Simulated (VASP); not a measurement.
# ZnS in VASP: single point with PBE

Aim: the single point of ZnS with PBE.

All numbers are computed with VASP 6.6.1; they aren't measurements. Logs are shortened: lines on timing, memory, paths and dates and some standing lists are left out, and cuts for length are marked.

## Step 1: The cell of the first run

The typed cell holds 8 atoms: a = 3.847 Å, b = 3.847 Å, c = 12.785 Å, α = 81.35°, β = 81.35°, γ = 60.00°.

## Step 2: Single point, PBE (the part above a cut slid along it)

File INCAR:

```
PREC = Accurate
ENCUT = 520
EDIFF = 1E-7
ISMEAR = 0
SIGMA = 0.05
LREAL = False
LASPH = True
NELM = 80
ALGO = Normal
ISIF = 2
LWAVE = False
LCHARG = True
GGA = PE
LELF = True
LVHAR = True
NBANDS = 46
```

File KPOINTS:

```
Automatic mesh
0
Gamma
  8 8 2
```

File POSCAR:

```
ZnS
1.0
   -3.8467234434      0.0000000000      0.0000000000
   -1.9233617217     -3.3313602233      0.0000000000
   -1.9231693855     -1.1103423624     12.5902250239
Zn S
4 4
Direct
   -0.2187282406     -0.2187282406      0.6562503469
   -0.0520782406     -0.0520782406      0.1562503469
    0.0312887029      0.0312887029      0.9062245137
    0.5312720363      0.5312720363      0.4062245137
   -0.2811351163     -0.2811351163      0.8434896978
   -0.1144851163      0.8855148837      0.3434896978
    0.3020579807      0.3020579807      0.0938354415
    0.4687413140      0.4687413140      0.5938354415
```

Potentials or basis: VASP PAW PBE potentials, release 64 (Zn, S).

Started as:

```
$ cat potpaw_PBE.64/Zn/POTCAR potpaw_PBE.64/S/POTCAR > POTCAR
$ mpirun -np 1 vasp_std > vasp.out
```

OUTCAR:

```text
PREC = Accurate
   ENCUT = 520
   EDIFF = 1E-7
   ISMEAR = 0
   LREAL = False
   LASPH = True
   NELM = 80
   ISIF = 2
   GGA = PE

 ion  position               nearest neighbor table
   1  0.781  0.781  0.656-   8 2.36   8 2.36   8 2.36   5 2.36
   2  0.948  0.948  0.156-   7 2.36   7 2.36   7 2.36   6 2.36
   3  0.031  0.031  0.906-   5 2.36   5 2.36   5 2.36
   4  0.531  0.531  0.406-   6 2.36   6 2.36   6 2.36   8 2.36
   5  0.719  0.719  0.843-   3 2.36   3 2.36   3 2.36   1 2.36
   6  0.886  0.886  0.343-   4 2.36   4 2.36   4 2.36   2 2.36
   7  0.302  0.302  0.094-   2 2.36   2 2.36   2 2.36
   8  0.469  0.469  0.594-   1 2.36   1 2.36   1 2.36   4 2.36

  LATTYP: Found a base centered monoclinic cell.
 ALAT       =     6.6627204466
 B/A-ratio  =     0.5773502692
 C/A-ratio  =     1.9188211770
 COS(beta)  =    -0.1737003969

  Lattice vectors:

 A1 = (   3.8467234434,   0.0000000000,   0.0000000000)
 A2 = (   1.9233617217,   3.3313602233,   0.0000000000)
 A3 = (  -1.9231693855,  -1.1103423624,  12.5902250239)

Analysis of symmetry for initial positions (statically):
=====================================================================
 Subroutine PRICEL returns:
 Original cell was already a primitive cell.

 Routine SETGRP: Setting up the symmetry group for a
 base centered monoclinic supercell.

 Subroutine GETGRP returns: Found  2 space group operations
 (whereof  2 operations were pure point group operations)
 out of a pool of  4 trial point group operations.

The static configuration has the point symmetry C_1h.

Analysis of symmetry for dynamics (positions and initial velocities):
=====================================================================
 Subroutine PRICEL returns:
 Original cell was already a primitive cell.

 Routine SETGRP: Setting up the symmetry group for a
 base centered monoclinic supercell.

 Subroutine GETGRP returns: Found  2 space group operations
 (whereof  2 operations were pure point group operations)
 out of a pool of  4 trial point group operations.

The dynamic configuration has the point symmetry C_1h.

 Subroutine INISYM returns: Found  2 space group operations
 (whereof  2 operations are pure point group operations),
 and found     1 'primitive' translations

----------------------------------------------------------------------------------------

                                     Primitive cell

  volume of cell :     161.3415

  direct lattice vectors                    reciprocal lattice vectors
    -3.846723443  0.000000000  0.000000000    -0.259961501  0.150088843 -0.026472918
    -1.923361722 -3.331360223  0.000000000     0.000000000 -0.300177685 -0.026472918
    -1.923169386 -1.110342362 12.590225024     0.000000000  0.000000000  0.079426698

  length of vectors
     3.846723443  3.846723443 12.784569089     0.301342758  0.301342758  0.079426698

  position of ions in fractional coordinates (direct lattice)
     0.781271759  0.781271759  0.656250347
     0.947921759  0.947921759  0.156250347
     0.031288703  0.031288703  0.906224514
     0.531272036  0.531272036  0.406224514
     0.718864884  0.718864884  0.843489698
     0.885514884  0.885514884  0.343489698
     0.302057981  0.302057981  0.093835441
     0.468741314  0.468741314  0.593835441

  ion indices of the primitive-cell ions
   primitive index   ion index
                 1           1
                 2           2
                 3           3
                 4           4
                 5           5
                 6           6
                 7           7
                 8           8

----------------------------------------------------------------------------------------

 KPOINTS: Automatic mesh

Automatic generation of k-mesh.
 Grid dimensions read from file:
 generate k-points for:    8    8    2

 Generating k-lattice:

  Cartesian coordinates                     Fractional coordinates (reciprocal lattice)
    -0.032495188  0.018761105 -0.003309115     0.125000000  0.000000000  0.000000000
     0.000000000 -0.037522211 -0.003309115     0.000000000  0.125000000  0.000000000
     0.000000000  0.000000000  0.039713349     0.000000000  0.000000000  0.500000000

  Length of vectors
     0.037667845  0.037667845  0.039713349

  Shift w.r.t. Gamma in fractional coordinates (k-lattice)
     0.000000000  0.000000000  0.000000000

 -----------------------------------------------------------------------------
|                                                                             |
|           W    W    AA    RRRRR   N    N  II  N    N   GGGG   !!!           |
|           W    W   A  A   R    R  NN   N  II  NN   N  G    G  !!!           |
|           W    W  A    A  R    R  N N  N  II  N N  N  G       !!!           |
|           W WW W  AAAAAA  RRRRR   N  N N  II  N  N N  G  GGG   !            |
|           WW  WW  A    A  R   R   N   NN  II  N   NN  G    G                |
|           W    W  A    A  R    R  N    N  II  N    N   GGGG   !!!           |
|                                                                             |
|     Your reciprocal lattice and k-lattice belong to different lattice       |
|     classes:                                                                |
|                                                                             |
|        The reciprocal lattice is rhombohedral (trigonal),                   |
|        whereas your k-lattice is base-centered monoclinic.                  |
|                                                                             |
|     Results are often still useful ...                                      |
|                                                                             |
 -----------------------------------------------------------------------------

 WARNING: IBZKPT: internal override: KBLOWUP is changed to .FALSE.
      ... skipping the blow-up phase ...

 Subroutine IBZKPT returns following result:
 ===========================================

 Found     42 irreducible k-points:

 Following reciprocal coordinates:
            Coordinates               Weight
  0.000000  0.000000  0.000000      1.000000
  0.125000  0.000000  0.000000      4.000000
  0.250000  0.000000  0.000000      4.000000
  0.375000  0.000000  0.000000      4.000000
  0.500000  0.000000  0.000000      2.000000
  0.125000  0.125000  0.000000      2.000000
[... 16 lines left out ...]
  0.125000  0.000000  0.500000      4.000000
  0.250000  0.000000  0.500000      4.000000
 [... further k-points ...]
   k-points           NKPTS =     42   k-points in BZ     NKDIM =     42   number of bands    NBANDS=     46
   number of dos      NEDOS =    301   number of ions     NIONS =      8
   total plane-waves  NPLWV =  86400
   dimension x,y,z NGX =    30 NGY =   30 NGZ =   96
   dimension x,y,z NGXF=    60 NGYF=   60 NGZF=  192
   ions per type =               4   4
   NGX,Y,Z   is equivalent  to a cutoff of  12.97, 12.97, 12.48 a.u.
   NGXF,Y,Z  is equivalent  to a cutoff of  25.93, 25.93, 24.97 a.u.
 SYSTEM =  unknown system
   PREC   = accura    normal or accurate (medium, high low for compatibility)
   ISTART =      0    job   : 0-new  1-cont  2-samecut
   ICHARG =      2    charge: 1-file 2-atom 10-const
   ISPIN  =      1    spin polarized calculation?
   LNONCOLLINEAR =      F non collinear calculations
   LSORBIT =      F    spin-orbit coupling
   LASPH  =      T    aspherical Exc in radial PAW
   ENCUT  =  520.0 eV  38.22 Ry    6.18 a.u.   7.15  7.15 23.77*2*pi/ulx,y,z
   NELM   =     80;   NELMIN=  2; NELMDL= -5     # of ELM steps
   EDIFF  = 0.1E-06   stopping-criterion for ELM
   LREAL  =      F    real-space projection
   EDIFFG = 0.1E-05   stopping-criterion for IOM
   NSW    =      0    number of steps for IOM
   IBRION =     -1    ionic relax: 0-MD 1-quasi-New 2-CG
   NFREE  =      0    steps in history (QN), initial steepest desc. (CG)
   ISIF   =      2    stress and relaxation
   ISYM   =      2    0-nonsym 1-usesym 2-fastsym
   POTIM  = 0.5000    time-step for ionic-motion
   TEBEG  =    0.0;   TEEND  =   0.0 temperature during run
   PSTRESS=    0.0 pullay stress
   NELECT =      72.0000    total number of electrons
   NUPDOWN=      -1.0000    fix difference up-down
   EMIN   =  10.00;   EMAX   =-10.00  energy-range for DOS
   EFERMI =   0.00;   METHOD = LEGACY
   ISMEAR =     0;   SIGMA  =   0.05  broadening in eV -4-tet -1-fermi 0-gaus
   EFERMI_NEDOS =   21; number of points for ismear=-14 and -15
   IALGO  =     38    algorithm
   IMIX   =      4    mixing-type and parameters
     AMIX     =   0.40;   BMIX     =  1.00
     AMIX_MAG =   1.60;   BMIX_MAG =  1.00
  volume/ion in A,a.u.               =      20.17       136.10
  Fermi-wavevector in a.u.,A,eV,Ry     =   1.251037  2.364118 21.294406  1.565095
  Thomas-Fermi vector in A             =   2.385004
   LORBIT       =      0    0 simple, 1 ext, 2 COOP (PROOUT), +10 PAW based schemes
   GGA     = PE    functional components
   LHFCALC =     F    Hartree Fock is set to
   AEXX    =    0.0000 exact exchange contribution
   IVDW    =     0    specifies the selected vdW correction
   LEPSILON=     F    determine dielectric tensor
   LRPA    =     F    only Hartree local field effects (RPA)
 non-spin polarized calculation
 Gauss-broadening in eV      SIGMA  =   0.05
  energy-cutoff  :      520.00
  volume of cell :      161.34
 maximum number of plane-waves:      4379
 NGX is ok and might be reduce to    30
   NGX = 15   NGY = 15   NGZ = 47

 number of electron      72.0000023 magnetization

 Free energy of the ion-electron system (eV)
  ---------------------------------------------------
  ext. energy  EPLUGINS =         0.00000000
  ---------------------------------------------------
  free energy    TOTEN  =       -26.69225044 eV

  energy without entropy =      -26.69225044  energy(sigma->0) =      -26.69225044

 E-fermi :   2.3357     XC(G=0):  -9.5697

 val. band max:        2.0529182626   @ k =   0.0000   0.0000   0.5000
 cond. band min:       3.5016637522   @ k =   0.0000   0.0000   0.0000
 fundamental gap:      1.4487454896
 Fermi energy:         2.3356913565

 k-point     1 :       0.0000    0.0000    0.0000
  band No.  band energies     occupation
      1     -11.2262      2.00000
      2     -10.7797      2.00000
      3     -10.4661      2.00000
      4      -9.9055      2.00000
      5      -4.7318      2.00000
      6      -4.7318      2.00000
[... 38 lines left out ...]
     45       8.5347      0.00000
     46       8.5347      0.00000

 k-point     2 :       0.1250    0.0000    0.0000
  band No.  band energies     occupation
      1     -11.1315      2.00000
      2     -10.6996      2.00000
      3     -10.3826      2.00000
      4      -9.8357      2.00000
      5      -4.7325      2.00000
      6      -4.7093      2.00000
[... 38 lines left out ...]
     45       8.5214      0.00000
     46       8.7257      0.00000

 k-point     3 :       0.2500    0.0000    0.0000
  band No.  band energies     occupation
      1     -10.8843      2.00000
      2     -10.4939      2.00000
      3     -10.1728      2.00000
      4      -9.6575      2.00000
      5      -4.7191      2.00000
      6      -4.6583      2.00000
[... 38 lines left out ...]
     45       8.9257      0.00000
     46       9.0567      0.00000

 k-point     4 :       0.3750    0.0000    0.0000
  band No.  band energies     occupation
      1     -10.6024      2.00000
      2     -10.2688      2.00000
      3      -9.9527      2.00000
      4      -9.4611      2.00000
      5      -4.6924      2.00000
      6      -4.6157      2.00000
[... 920 lines left out ...]
     45       8.5706      0.00000
     46       8.7328      0.00000

 k-point    23 :       0.1250    0.0000    0.5000
  band No.  band energies     occupation
      1     -11.1200      2.00000
      2     -10.7472      2.00000
      3     -10.3255      2.00000
      4      -9.8573      2.00000
      5      -4.7325      2.00000
      6      -4.7093      2.00000
[... 38 lines left out ...]
     45       8.5581      0.00000
     46       8.9687      0.00000

 k-point    24 :       0.2500    0.0000    0.5000
  band No.  band energies     occupation
      1     -10.8781      2.00000
      2     -10.5179      2.00000
      3     -10.1462      2.00000
      4      -9.6664      2.00000
      5      -4.7195      2.00000
      6      -4.6584      2.00000
[... 38 lines left out ...]
     45       8.9644      0.00000
     46       8.9986      0.00000

 [... further k-points ...]

------------------------ aborting loop because EDIFF is reached ----------------------------------------

  FORCE on cell =-STRESS in cart. coord.  units (eV):
  Direction    XX          YY          ZZ          XY          YZ          ZX
  --------------------------------------------------------------------------------------
  -------------------------------------------------------------------------------------
  Total       -0.9808816     -0.9803208      0.1508168     -0.0004857     -0.0002840     -0.0004920
  in kB       -9.7404970     -9.7349278      1.4976631     -0.0048230     -0.0028207     -0.0048858
  external PRESSURE =      -5.9925872 kB  Pullay stress =       0.0000000 kB

 VOLUME and BASIS-vectors are now :
 -----------------------------------------------------------------------------
  energy-cutoff  :      520.00
  volume of cell :      161.34
      direct lattice vectors                 reciprocal lattice vectors
    -3.846723443  0.000000000  0.000000000    -0.259961501  0.150088843 -0.026472918
    -1.923361722 -3.331360223  0.000000000     0.000000000 -0.300177685 -0.026472918
    -1.923169386 -1.110342362 12.590225024     0.000000000  0.000000000  0.079426698

 POSITION                                       TOTAL-FORCE (eV/Angst)
 -----------------------------------------------------------------------------------
     -5.77009     -3.33136      8.26234        -0.000421     -0.000243     -0.188366
     -5.77009     -3.33136      1.96723        -0.000414     -0.000239      0.058676
     -1.92336     -1.11045     11.40957        -0.000520     -0.000300     -0.023034
     -3.84672     -2.22091      5.11446        -0.000471     -0.000272     -0.213112
     -5.77009     -3.33136     10.61973         0.000507      0.000293      0.393794
     -5.77009     -3.33136      4.32461         0.000477      0.000276      0.226930
     -1.92336     -1.11045      1.18141         0.000455      0.000262     -0.448756
     -3.84672     -2.22091      7.47652         0.000385      0.000223      0.193868
 -----------------------------------------------------------------------------------
    total drift:                               -0.002884     -0.001665     -0.000730

  FREE ENERGIE OF THE ION-ELECTRON SYSTEM (eV)
  ---------------------------------------------------
  free  energy   TOTEN  =       -26.6922504432 eV

  energy  without entropy=      -26.6922504432  energy(sigma->0) =      -26.69225044
```

Run time: 3.4 min. Hardware: 1 thread of Intel Xeon 6975P-C (Granite Rapids), shared host; peak memory 0.41 GiB.

Results:

| Item | Value |
| --- | --- |
| Free energy | -26.6923 eV |
| Pressure | -0.6 GPa |
| Largest force | 0.449 eV/Å |
| Band gap on the k mesh | 1.45 eV (least direct gap 1.45 eV) |

Forces on the atoms (eV/Å):
```
Zn   0.000  0.000 -0.188
Zn   0.000  0.000  0.059
Zn  -0.001  0.000 -0.023
Zn   0.000  0.000 -0.213
S    0.001  0.000  0.394
S    0.000  0.000  0.227
S    0.000  0.000 -0.449
S    0.000  0.000  0.194
```

Caveat: the cell differs from its parent crystal (the part above a cut slid along it).
